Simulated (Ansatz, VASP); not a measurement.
## NaF: VASP beside Ansatz

File POSCAR:

```
NaF
1.0
    0.0000000000      2.3200000000      2.3200000000
    2.3200000000      0.0000000000      2.3200000000
    2.3200000000      2.3200000000      0.0000000000
Na F
1 1
Direct
    0.0000000000      0.0000000000      0.0000000000
    0.5000000000      0.5000000000      0.5000000000
```

INCAR.step1

```
  PREC = Accurate
  ENCUT = 520
  EDIFF = 1E-5
  ISMEAR = 0
  SIGMA = 0.01
  LREAL = False
  LASPH = True
  NELM = 120
  ALGO = Normal
  ISIF = 2
  LWAVE = True
  LCHARG = False
  NBANDS = 14
  GGA = PE
  GGA_COMPAT = False
```

Contents of INCAR.step2:

```
  PREC = Accurate
  ENCUT = 520
  EDIFF = 1E-6
  ISMEAR = 0
  SIGMA = 0.01
  LREAL = False
  LASPH = True
  NELM = 120
  ALGO = Normal
  ISIF = 2
  LWAVE = False
  LCHARG = False
  GGA = PE
  LHFCALC = True
  AEXX = 0.4
  HFSCREEN = 0.20786987370883472
  PRECFOCK = Normal
  NBANDS = 14
  ISTART = 1
  GGA_COMPAT = False
```

The input KPOINTS:

```
regular mesh
0
Gamma
  6 6 6
```

Input for Ansatz:

```yaml
crystal:
  lattice:
    - [0.0, 2.32, 2.32]
    - [2.32, 0.0, 2.32]
    - [2.32, 2.32, 0.0]
  atoms:
    - { symbol: Na, position: [0.0, 0.0, 0.0] }
    - { symbol: F, position: [0.5, 0.5, 0.5] }
basis:
  ecutwfc: 420.0
kpoints:
  mp_grid:
    grid: [6, 6, 6]
hamiltonian:
  xc:
    exchange: pbe
    correlation: pbe
    exx:
      coeff: 0.4
      omega: 0.20786987370883472
scf:
  occupations:
    method: fixed
output:
  eigenvalues: true
```

Alike in both runs: task single point; functional PBE-based screened hybrid with a share of 0.4 of exact exchange and HFSCREEN = 0.20786987370883472; k mesh 6 × 6 × 6; no spin polarisation.

|  | VASP | Ansatz |
| --- | --- | --- |
| version | VASP 6.6.1 | Ansatz 0.2.0 |
| potentials or method | VASP PAW PBE potentials, release 64 (Na_pv, F), cutoff 520 eV | plane waves, PAW |
| occupations | gaussian, width 0.01 eV | fixed |
| valence electrons in the cell | 14 | 16 |

|  | VASP | Ansatz | Ansatz less VASP |
| --- | --- | --- | --- |
| gap on the k mesh at the Fermi level (eV) | 9.75 | 9.79 | +0.041 |

VASP's potentials were made for PBE, not for PBE-based screened hybrid. VASP's potentials hold 14 valence electrons a cell and Ansatz's 16, so a difference there can come from the potentials and not from the codes.
